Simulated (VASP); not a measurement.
The system is CdSe.

```
Cd Se
1.0
     0.00000    3.02878    3.02878
     3.02878    0.00000    3.02878
     3.02878    3.02878    0.00000
Cd Se
1 1
Direct
  0.00000 0.00000 0.00000
  0.25000 0.25000 0.25000
```

Base run:

```yaml
Program: VASP 6.6.1
Functional: r2SCAN
Dispersion: D3(BJ)
Potentials_or_basis: VASP PAW PBE potentials, release 64 (Cd, Se)
Cutoff: 520 eV
k_mesh: 8 × 8 × 8
Occupations: fermi-dirac, width 0.05 eV
Spin: no spin polarisation
```

Its results: band gap on the k mesh 1.11 eV, direct; pressure 1.5 GPa.

Problem. The run is repeated on the same cell with these changes: dispersion from D3(BJ) to rVV10; further incar settings from ALGO = Normal; EDIFF = 1e-06; NBANDS = 16 to ALGO = Normal; EDIFF = 1e-07; NBANDS = 16. What comes out?

Solution. Band gap on the k mesh 1.06 eV, direct; pressure 1.6 GPa.

Caveats: the PAW data sets were made with another functional, which shifts forces and pressure a little.

